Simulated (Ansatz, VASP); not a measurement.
## InGa3AsP: VASP beside Ansatz

Contents of INCAR:

```
SYSTEM = InGa3AsP
PREC = Accurate
ENCUT = 600
EDIFF = 1E-7
ISMEAR = 0
SIGMA = 0.1
LREAL = .FALSE.
LASPH = .TRUE.
NELM = 60
ALGO = Normal
ISIF = 3
LWAVE = .FALSE.
LCHARG = .FALSE.
GGA = PE
IBRION = 2
NSW = 90
EDIFFG = -0.04
```

KPOINTS

```
regular mesh
0
G
  4 4 4
  0 0 0
```

Contents of POSCAR:

```
InGa3AsP
1.0
    4.8118002900      0.0000000000      0.0000000000
    0.0000000000      4.8118002900      0.0000000000
    0.0000000000      0.0000000000      6.0831263100
In Ga P As
1 3 1 1
Direct
    0.5000000000      0.5000000000      0.5000000000
    0.0000000000      0.5000000000      0.0000000000
    0.5000000000      0.0000000000      0.0000000000
    0.0000000000      0.0000000000      0.0000000000
    0.0000000000      0.0000000000      0.5000000000
    0.5000000000      0.5000000000      0.0000000000
```

Input for Ansatz:

```yaml
crystal:
  lattice:
    - [4.81180029, 0.0, 0.0]
    - [0.0, 4.81180029, 0.0]
    - [0.0, 0.0, 6.08312631]
  atoms:
    - { symbol: In, position: [0.5, 0.5, 0.5] }
    - { symbol: Ga, position: [0.0, 0.5, 0.0] }
    - { symbol: Ga, position: [0.5, 0.0, 0.0] }
    - { symbol: Ga, position: [0.0, 0.0, 0.0] }
    - { symbol: P, position: [0.0, 0.0, 0.5] }
    - { symbol: As, position: [0.5, 0.5, 0.0] }
basis:
  ecutwfc: 420
kpoints:
  mp_grid: { grid: [4, 4, 4] }
hamiltonian:
  xc: pbe
scf:
  occupations: { method: gaussian, width: 0.1 }
  lower_state_search: "off"
output:
  forces: true
  stress: true
  eigenvalues: true
relax:
  adjacent_minimum: "off"
  f_tol: 0.04
  max_steps: 70
  cell: { stress_tol: 0.4 }
```

Alike in both runs: task relaxation of cell and atoms; functional PBE; k mesh 4 × 4 × 4; occupations gaussian, width 0.1 eV; no spin polarisation.

|  | VASP | Ansatz |
| --- | --- | --- |
| version | VASP 6.6.1 | Ansatz 0.2.0 |
| potentials or method | VASP PAW PBE potentials, release 64 (In_d, Ga_d, P, As), cutoff 600 eV | scalar-relativistic, plane waves, PAW |
| valence electrons in the cell | 62 | 72 |

|  | VASP | Ansatz | Ansatz less VASP |
| --- | --- | --- | --- |
| gap on the k mesh at the Fermi level, each at its own relaxed structure (eV) | none | none | - |
| relaxed volume (Å³/atom) | 24.60 | 24.43 | -0.169 |
| relaxed cell length with the largest relative difference (Å) | 5.210 | 5.191 | -0.0187 |

A gap of «none» marks a metal or a gap that the smearing closes. VASP's potentials hold 62 valence electrons a cell and Ansatz's 72, so a difference there can come from the potentials and not from the codes.
